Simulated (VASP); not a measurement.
SnO2, 24 atoms in the cell. The typed cell holds 24 atoms: a = 6.744 Å, b = 6.744 Å, c = 8.001 Å, α = 114.92°, β = 114.92°, γ = 90.00°. 

| Property | Result |
| --- | --- |
| Program | VASP 6.6.1 |
| Task | single point |
| Functional | PBEsol |
| Potentials or basis | VASP PAW PBE potentials, release 64 (Sn_d, O) |
| Cutoff | 520 eV |
| k mesh | 3 × 3 × 3 |
| Occupations | gaussian, width 0.02 eV |
| Spin | no spin polarisation |
| Dipole correction | no |
| Further INCAR settings | LREAL = Auto; ALGO = Normal; EDIFF = 1e-07; NBANDS = 122 |

Potentials or basis: VASP PAW PBE potentials, release 64 (Sn_d, O).

The run is started by

```bash
$ cat potpaw_PBE.64/Sn_d/POTCAR potpaw_PBE.64/O/POTCAR > POTCAR
$ mpirun -np 1 vasp_std > vasp.out
```

Hardware: 1 thread of AMD EPYC 7R13 (shared host).

Estimate the wall time of this run.

It took 28 min on 1 thread of AMD EPYC 7R13, with other jobs on the host, peak memory 0.54 GiB. Counts: scf iterations 18, k points 14.
